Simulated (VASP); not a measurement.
# Ag (Fm-3m) in VASP: further runs

The runs below take Ag through single point, relaxation of volume and atoms at fixed shape, with PBEsol.

Everything below comes from runs of VASP 6.6.1. Logs are shortened: lines on timing, memory, paths and dates and some standing lists are left out, and cuts for length are marked.

**1. The cell of the first run**

It takes space group Fm-3m (No. 225, cubic). Conventional cell: a = 4.057 Å, b = 4.057 Å, c = 4.057 Å, α = 90.00°, β = 90.00°, γ = 90.00°. Ag (site symmetry m-3m) has 12 Ag at 2.87 Å within 3.8 Å.

**2. Single point, PBEsol**

INCAR

```
SYSTEM = Ag
ALGO     = Normal         ! electronic algorithm
EDIFF    = 1E-6           ! SCF threshold, eV
ENCUT    = 520            ! plane-wave cutoff, eV
GGA      = PS             ! functional
ISIF     = 2              ! what is computed and relaxed
ISMEAR   = -1             ! smearing method
LASPH    = .True.         ! aspherical terms in the spheres
LCHARG   = .False.        ! write CHGCAR
LREAL    = .False.        ! projectors in reciprocal space
LWAVE    = .False.        ! write WAVECAR
NBANDS   = 12             ! bands
NELM     = 80             ! most SCF steps
PREC     = Accurate       ! precision mode
SIGMA    = 0.05           ! smearing width, eV
```

KPOINTS

```
k-points
0
Gamma
  10 10 10
  0 0 0
```

POSCAR

```
Ag
1.0
    0.0000000000      2.0287292128      2.0287292128
    2.0287292128      0.0000000000      2.0287292128
    2.0287292128      2.0287292128      0.0000000000
Ag
1
Direct
    0.0000000000      0.0000000000      0.0000000000
```

Potentials or basis: VASP PAW PBE potentials, release 64 (Ag).

Started as:

```sh
$ cat potpaw_PBE.64/Ag/POTCAR > POTCAR
$ mpirun -np 1 vasp_std > vasp.out
```

OUTCAR:

```text
SYSTEM = Ag
   EDIFF = 1E-6
   ENCUT = 520
   GGA = PS
   ISIF = 2
   ISMEAR = -1
   LASPH = .True.
   LREAL = .False.
   NELM = 80
   PREC = Accurate

 ion  position               nearest neighbor table
   1  0.000  0.000  0.000-

  LATTYP: Found a face centered cubic cell.
 ALAT       =     4.0574584256

  Lattice vectors:

 A1 = (   0.0000000000,   2.0287292128,   2.0287292128)
 A2 = (   2.0287292128,   0.0000000000,   2.0287292128)
 A3 = (   2.0287292128,   2.0287292128,   0.0000000000)

Analysis of symmetry for initial positions (statically):
=====================================================================
 Subroutine PRICEL returns:
 Original cell was already a primitive cell.

 Routine SETGRP: Setting up the symmetry group for a
 face centered cubic supercell.

 Subroutine GETGRP returns: Found 48 space group operations
 (whereof 48 operations were pure point group operations)
 out of a pool of 48 trial point group operations.

The static configuration has the point symmetry O_h .

Analysis of symmetry for dynamics (positions and initial velocities):
=====================================================================
 Subroutine PRICEL returns:
 Original cell was already a primitive cell.

 Routine SETGRP: Setting up the symmetry group for a
 face centered cubic supercell.

 Subroutine GETGRP returns: Found 48 space group operations
 (whereof 48 operations were pure point group operations)
 out of a pool of 48 trial point group operations.

The dynamic configuration has the point symmetry O_h .

 Subroutine INISYM returns: Found 48 space group operations
 (whereof 48 operations are pure point group operations),
 and found     1 'primitive' translations

----------------------------------------------------------------------------------------

                                     Primitive cell

  volume of cell :      16.6995

  direct lattice vectors                    reciprocal lattice vectors
     0.000000000  2.028729213  2.028729213    -0.246459703  0.246459703  0.246459703
     2.028729213  0.000000000  2.028729213     0.246459703 -0.246459703  0.246459703
     2.028729213  2.028729213  0.000000000     0.246459703  0.246459703 -0.246459703

  length of vectors
     2.869056367  2.869056367  2.869056367     0.426880728  0.426880728  0.426880728

  position of ions in fractional coordinates (direct lattice)
     0.000000000  0.000000000  0.000000000

  ion indices of the primitive-cell ions
   primitive index   ion index
                 1           1

[... 79 lines left out ...]
   POTIM  = 0.5000    time-step for ionic-motion
   TEBEG  =    0.0;   TEEND  =   0.0 temperature during run
   PSTRESS=    0.0 pullay stress
   NELECT =      11.0000    total number of electrons
   NUPDOWN=      -1.0000    fix difference up-down
   EMIN   =  10.00;   EMAX   =-10.00  energy-range for DOS
   EFERMI =   0.00;   METHOD = LEGACY
   ISMEAR =    -1;   SIGMA  =   0.05  broadening in eV -4-tet -1-fermi 0-gaus
   EFERMI_NEDOS =   21; number of points for ismear=-14 and -15
   IALGO  =     38    algorithm
   IMIX   =      4    mixing-type and parameters
     AMIX     =   0.40;   BMIX     =  1.00
     AMIX_MAG =   1.60;   BMIX_MAG =  1.00
  volume/ion in A,a.u.               =      16.70       112.69
  Fermi-wavevector in a.u.,A,eV,Ry     =   1.424421  2.691765 27.605876  2.028975
  Thomas-Fermi vector in A             =   2.544914
   LORBIT       =      0    0 simple, 1 ext, 2 COOP (PROOUT), +10 PAW based schemes
   GGA     = PS    functional components
   LHFCALC =     F    Hartree Fock is set to
   AEXX    =    0.0000 exact exchange contribution
   IVDW    =     0    specifies the selected vdW correction
   LEPSILON=     F    determine dielectric tensor
   LRPA    =     F    only Hartree local field effects (RPA)
 non-spin polarized calculation
  energy-cutoff  :      520.00
  volume of cell :       16.70
 maximum number of plane-waves:       464
 NGX is ok and might be reduce to    24
   NGX = 11   NGY = 11   NGZ = 11

 number of electron      11.0000001 magnetization

 Free energy of the ion-electron system (eV)
  ---------------------------------------------------
  ext. energy  EPLUGINS =         0.00000000
  ---------------------------------------------------
  free energy    TOTEN  =        -3.29539548 eV

  energy without entropy =       -3.29268364  energy(sigma->0) =       -3.29403956

 E-fermi :   8.4681     XC(G=0): -12.5360

 val. band max:        8.2401857118   @ k =   0.5000   0.2000   0.1000
 cond. band min:       8.5741012246   @ k =   0.5000   0.1000   0.0000
 fundamental gap:      0.3339155127
 Fermi energy:         8.4681039314

 k-point     1 :       0.0000    0.0000    0.0000
  band No.  band energies     occupation
      1       0.5382      2.00000
      2       3.6806      2.00000
      3       3.6806      2.00000
      4       3.6806      2.00000
      5       4.7673      2.00000
      6       4.7673      2.00000
      7      24.5522      0.00000
      8      28.2488      0.00000
      9      28.2488      0.00000
     10      28.2488      0.00000
     11      33.1204      0.00000
     12      34.3863      0.00000
[... 331 lines left out ...]
 k-point    24 :       0.4000    0.3000    0.0000
  band No.  band energies     occupation
      1       2.3833      2.00000
      2       2.5310      2.00000
      3       4.8163      2.00000
      4       4.9939      2.00000
      5       5.5491      2.00000
      6       7.2506      2.00000
      7      19.1502      0.00000
      8      20.3123      0.00000
      9      21.1686      0.00000
     10      25.7183      0.00000
     11      27.8330      0.00000
     12      37.2693      0.00000

 [... further k-points ...]

------------------------ aborting loop because EDIFF is reached ----------------------------------------

  FORCE on cell =-STRESS in cart. coord.  units (eV):
  Direction    XX          YY          ZZ          XY          YZ          ZX
  --------------------------------------------------------------------------------------
  -------------------------------------------------------------------------------------
  Total       -0.0237759     -0.0237759     -0.0237759     -0.0000000      0.0000000     -0.0000000
  in kB       -2.2811014     -2.2811014     -2.2811014     -0.0000000      0.0000000     -0.0000000
  external PRESSURE =      -2.2811014 kB  Pullay stress =       0.0000000 kB

 VOLUME and BASIS-vectors are now :
 -----------------------------------------------------------------------------
  energy-cutoff  :      520.00
  volume of cell :       16.70
      direct lattice vectors                 reciprocal lattice vectors
     0.000000000  2.028729213  2.028729213    -0.246459703  0.246459703  0.246459703
     2.028729213  0.000000000  2.028729213     0.246459703 -0.246459703  0.246459703
     2.028729213  2.028729213  0.000000000     0.246459703  0.246459703 -0.246459703

 POSITION                                       TOTAL-FORCE (eV/Angst)
 -----------------------------------------------------------------------------------
      0.00000      0.00000      0.00000        -0.000000     -0.000000     -0.000000
 -----------------------------------------------------------------------------------
    total drift:                               -0.000000      0.000000     -0.000000

  FREE ENERGIE OF THE ION-ELECTRON SYSTEM (eV)
  ---------------------------------------------------
  free  energy   TOTEN  =        -3.2953954773 eV

  energy  without entropy=       -3.2926836391  energy(sigma->0) =       -3.29403956
```

It took 3.8 s on 1 thread of Intel Xeon 6975P-C (Granite Rapids), shared host; peak memory 0.13 GiB.

What came out:

| Quantity | Value |
| --- | --- |
| Free energy | -3.2954 eV |
| Pressure | -0.2 GPa |

Levels at points of the mesh, in eV from the Fermi level:
```csv
k point,band 4,band 5,band 6,band 7,band 8,band 9
"(0.00, 0.00, 0.00)",-4.79,-3.70,-3.70,16.08,19.78,19.78
"(0.50, 0.00, 0.00)",-2.87,-2.87,-0.46,3.76,15.32,18.08
"(0.50, 0.50, 0.00)",-2.66,-2.66,1.58,6.94,10.76,10.76
```

Caveat: the PAW data sets were made with another functional, which shifts forces and pressure a little.

**3. Relaxation of volume and atoms at fixed shape, PBEsol**

This run uses another cell than the first one, of 17.05 Å³/atom, 1.021 times its volume.

INCAR

```
PREC = Accurate ; ENCUT = 600
EDIFF = 1E-6 ; ISMEAR = -1
SIGMA = 0.05 ; LREAL = F
LASPH = T ; NELM = 80
ALGO = Normal ; ISIF = 8
LWAVE = F ; LCHARG = F
GGA = PS ; IBRION = 2
NSW = 50 ; EDIFFG = -0.03
```

KPOINTS

```
Automatic mesh
0
Gamma
  10 10 10
```

POSCAR

```
Ag
1.0
    0.0000000000      2.0427500000      2.0427500000
    2.0427500000      0.0000000000      2.0427500000
    2.0427500000      2.0427500000      0.0000000000
Ag
1
Direct
    0.0000000000      0.0000000000      0.0000000000
```

Potentials or basis: VASP PAW PBE potentials, release 64 (Ag).

Started as:

```sh
$ cat potpaw_PBE.64/Ag/POTCAR > POTCAR
$ mpirun -np 1 vasp_std > vasp.out
```

It took 7 s on 1 thread of Intel Xeon 6975P-C (Granite Rapids), shared host; peak memory 0.14 GiB.

The run converged. Its results:

```
Free energy                            : -3.2957 eV
Relaxed volume                         : 16.67 Å³/atom
Relaxed cell                           : a = 2.867 Å, b = 2.867 Å, c = 2.867 Å, α = 60.00°, β = 60.00°, γ = 60.00°
Space group after relaxing (to 0.05 Å) : Fm-3m (No. 225)
Energy gained by relaxing              : 3.0 meV/atom
Ionic steps                            : 3
Pressure after relaxing                : 0.0 GPa
```

Step by step:
| step | energy change (eV) | largest force (eV/Å) | pressure (GPa) | volume (Å³) |
| --- | --- | --- | --- | --- |
| 1 | 0.0000 | 0.0000 | -2.50 | 17.05 |
| 2 | -0.0014 | 0.0000 | 1.99 | 16.40 |
| 3 | -0.0030 | 0.0000 | 0.00 | 16.67 |

Final structure:
```
Ag
1.0
     0.00000    2.02744    2.02744
     2.02744    0.00000    2.02744
     2.02744    2.02744    0.00000
Ag
1
Direct
  0.00000 0.00000 0.00000
```

Levels at points of the mesh, in eV from the Fermi level:
| k point | band 2 | band 3 | band 4 | band 5 | band 6 | band 7 | band 8 | band 9 |
| --- | --- | --- | --- | --- | --- | --- | --- | --- |
| (0.00, 0.00, 0.00) | -4.80 | -4.80 | -4.80 | -3.70 | -3.70 | 16.09 | 19.80 | 19.80 |
| (0.50, 0.00, 0.00) | -4.82 | -4.82 | -2.87 | -2.87 | -0.47 | 3.77 | 15.32 | 18.10 |
| (0.50, 0.50, 0.00) | -6.37 | -2.90 | -2.66 | -2.66 | 1.57 | 6.95 | 10.77 | 10.77 |

Caveat: the PAW data sets were made with another functional, which shifts forces and pressure a little.
